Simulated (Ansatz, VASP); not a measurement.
Cu: VASP beside Ansatz

```xyz
5
Lattice="2.4874 0.0000 0.0000 -1.2437 2.1541 0.0000 0.0000 0.0000 24.1237" Properties=species:S:1:pos:R:3 pbc="T T T"
Cu    1.8655    0.3590    8.0237
Cu   -0.6218    1.7951   10.0324
Cu    0.6218    1.0771   12.0618
Cu    1.8655    0.3590   14.0913
Cu   -0.6218    1.7951   16.1000
```

Alike in both runs: functional LDA; k mesh 19 × 19 × 1; occupations fermi-dirac, width 0.05 eV; no spin polarisation.

Ansatz relaxed the structure, and its values are those at the end. VASP's run is a single point on that final structure, the one shown.

```csv
,VASP,Ansatz
version,VASP 6.6.1,Ansatz 0.2.0
potentials or method,"VASP PAW LDA potentials, release 64 (Cu), cutoff 520 eV","all-electron LAPW, scalar-relativistic"
```

Ansatz gave:

* rms of the force components (eV/Å): 0.001

Q: Which values does VASP return?

A: rms of the force components (eV/Å): 0.011.

LDA's correlation is that of Perdew and Zunger in VASP and of Perdew and Wang (1992) in Ansatz. Ansatz ran all-electron here, and VASP with PAW potentials.
